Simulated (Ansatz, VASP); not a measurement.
# W in VASP and in Ansatz

The input INCAR:

```
PREC = Accurate
ENCUT = 520
EDIFF = 1E-6
ISMEAR = -1
SIGMA = 0.05
LREAL = False
LASPH = True
NELM = 100
ALGO = Normal
ISIF = 2
LWAVE = False
LCHARG = False
GGA = PS
NBANDS = 13
```

KPOINTS

```
Automatic mesh
0
Gamma
  18 18 18
```

Contents of POSCAR:

```
W
1.0
    0.0000000000      1.9301086726      1.9301086726
    1.9301086726      0.0000000000      1.9301086726
    1.9301086726      1.9301086726      0.0000000000
W
1
Direct
    0.0000000000      0.0000000000      0.0000000000
```

Input for Ansatz:

```yaml
crystal:
  lattice:
    - [0.0, 1.9301086726, 1.9301086726]
    - [1.9301086726, 0.0, 1.9301086726]
    - [1.9301086726, 1.9301086726, 0.0]
  atoms:
    - { symbol: W, position: [0.0, 0.0, 0.0] }
kpoints:
  mp_grid: { grid: [18, 18, 18] }
scf:
  occupations: { method: fermi_dirac, width: 0.05 }
hamiltonian:
  xc: pbesol
  pseudopotentials: { kind: paw }
output:
  forces: true
  stress: true
  eigenvalues: true
  populations: true
```

Change from the starting cell: volume scaled by 0.9, PAW files.

Alike in both runs: task single point; functional PBEsol; k mesh 18 × 18 × 18; occupations fermi-dirac, width 0.05 eV; no spin polarisation.

```csv
,VASP,Ansatz
version,VASP 6.6.1,Ansatz 0.2.0
potentials or method,"VASP PAW PBE potentials, release 64 (W_sv)","PAW with Ansatz's default frozen-core files, scalar-relativistic"
plane-wave cutoff (eV),520,420
valence electrons in the cell,14,14
```

Ansatz gave:

| Item | Value |
| --- | --- |
| pressure (GPa) | 39.0 |

Problem. Estimate VASP's values.

Solution. Pressure (GPa): 40.5.

VASP's potentials were made for PBE, not for PBEsol. Both programs put the cell under a high pressure, so it lies far from rest at this level.

Spin-orbit coupling is off throughout.
